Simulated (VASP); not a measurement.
In3BiSb2: single point with PBE

In3BiSb2:

```
Sb Bi In
1.0
     4.74514    0.00000    0.00000
    -2.37257    4.10941    0.00000
     0.00000    0.00000   11.61456
Sb Bi In
2 1 3
Direct
  0.00000 0.00000 0.00297
  0.33333 0.66667 0.33122
  0.66667 0.33333 0.66565
  0.33333 0.66667 0.08337
  0.66667 0.33333 0.41126
  0.00000 0.00000 0.75553
```

| Quantity | Value |
| --- | --- |
| Program | VASP 6.6.1 |
| Task | single point |
| Functional | PBE |
| Potentials or basis | VASP PAW PBE potentials, release 64 (Sb, Bi_d, In_d) |
| Cutoff | 520 eV |
| k mesh | 6 × 6 × 2 |
| Occupations | fermi-dirac, width 0.02 eV |
| Spin | no spin polarisation |
| Dipole correction | no |
| Further INCAR settings | ALGO = Normal; EDIFF = 1e-06; NBANDS = 41 |

```yaml
Pressure: 0.0 GPa
Band_gap_on_the_k_mesh: zero (filled and empty bands touch)
```

Forces on the atoms (eV/Å):
```
Sb   0.000  0.000  0.001
Sb   0.000  0.000  0.000
Bi   0.000  0.000  0.002
In   0.000  0.000 -0.002
In   0.000  0.000 -0.001
In   0.000  0.000  0.001
```

Levels at points of the mesh, in eV from the Fermi level:
```csv
k point,band 28,band 29,band 30,band 31,band 32,band 33,band 34,band 35,band 36,band 37
"(0.00, 0.00, 0.00)",-0.94,-0.72,-0.72,-0.09,0.00,0.00,0.24,0.32,2.83,2.83
"(0.50, 0.00, 0.00)",-2.12,-2.12,-1.99,-1.43,-1.17,1.18,1.27,1.38,1.47,3.37
"(0.00, 0.00, 0.50)",-1.02,-0.51,-0.51,-0.17,-0.17,0.11,0.42,0.57,3.17,3.17
"(0.50, 0.00, 0.50)",-2.42,-1.98,-1.77,-0.96,-0.93,0.12,1.34,1.52,2.46,2.51
```

It took 4.9 min on 1 thread of AMD EPYC 7R13, on a shared host, peak memory 0.37 GiB.

Caveat: spin-orbit coupling is left out, which moves the levels of the heavy elements.
